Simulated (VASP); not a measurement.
Crystal: ZnSe (Stilleite).

```xyz
2
Lattice="0.0000 2.8526 2.8526 2.8526 0.0000 2.8526 2.8526 2.8526 0.0000" Properties=species:S:1:pos:R:3 pbc="T T T"
Se    4.2789    4.2789    4.2789
Zn    0.0000    0.0000    0.0000
```

Base run:

| Property | Result |
| --- | --- |
| Program | VASP 6.6.1 |
| Functional | PBE |
| Dispersion | D4 |
| Potentials or basis | VASP PAW PBE potentials, release 64 (Se, Zn) |
| Cutoff | 520 eV |
| k mesh | 8 × 8 × 8 |
| Occupations | fermi-dirac, width 0.05 eV |
| Spin | no spin polarisation |

Its results: band gap on the k mesh 1.21 eV, direct; pressure -1.2 GPa.

Question: The run is repeated on the same cell with these changes: functional from PBE to r2SCAN. What comes out?

Answer: Band gap on the k mesh 1.78 eV, direct; pressure -1.9 GPa.

r2SCAN gives the wider gap, since meta-GGAs in the generalised Kohn-Sham scheme recover part of the derivative discontinuity.

Caveats: the PAW data sets were made with another functional, which shifts forces and pressure a little (some runs).

